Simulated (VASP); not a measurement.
Write the native input for VASP 6.6.1 that does the following.

| Property | Result |
| --- | --- |
| Task | single point |
| Functional | PBE |
| Potentials or basis | VASP PAW PBE potentials, release 64 (Si) |
| Cutoff | 520 eV |
| k mesh | 1 × 1 × 15 |
| Occupations | gaussian, width 0.05 eV |
| Spin | collinear spin, ferromagnetic start |
| Starting moments | [0.5, 0.5, 0.5, 0.5] μB |
| Dipole correction | no |
| Further INCAR settings | ALGO = Normal; EDIFF = 1e-07; NBANDS = 20 |

The structure of Si lies in POSCAR:

```
Si
1.0
   11.2000000000      0.0000000000      0.0000000000
    0.0000000000      9.3000000000      0.0000000000
    0.0000000000      0.0000000000      4.6264005947
Si
4
Direct
    0.3954501089      0.5000000000      0.0000000000
    0.3954501089      0.5000000000      0.5000000000
    0.6045498911      0.5000000000      0.0000000000
    0.6045498911      0.5000000000      0.5000000000
```

These files were run (other wordings do the same):

INCAR

```
PREC     = Accurate       # precision mode
ENCUT    = 520            # plane-wave cutoff, eV
EDIFF    = 1E-7           # SCF threshold, eV
ISMEAR   = 0              # smearing method
SIGMA    = 0.05           # smearing width, eV
LREAL    = F              # projectors in reciprocal space
LASPH    = T              # aspherical terms in the spheres
NELM     = 150            # most SCF steps
ALGO     = Normal         # electronic algorithm
ISIF     = 2              # what is computed and relaxed
LWAVE    = F              # write WAVECAR
LCHARG   = F              # write CHGCAR
ISPIN    = 2              # spin polarisation
MAGMOM   = 0.5 0.5 0.5 0.5 # initial moments
LORBIT   = 11             # projections on sites
GGA      = PE             # functional
NBANDS   = 20             # bands
```

KPOINTS

```
Automatic mesh
0
Gamma
  1 1 15
```

Potentials or basis: VASP PAW PBE potentials, release 64 (Si).

The run is started by

```sh
$ cat potpaw_PBE.64/Si/POTCAR > POTCAR
$ mpirun -np 1 vasp_std > vasp.out
```

Results of the run:

* Largest force: 0.011 eV/Å
* Net moment: 0.07 μB per cell
* Valence electrons inside the program's atomic spheres: Si 1.63

Run time: 9.7 min on 1 thread of AMD EPYC 7R43 64-Core Processor (Zen 3), on a shared host, peak memory 0.61 GiB.
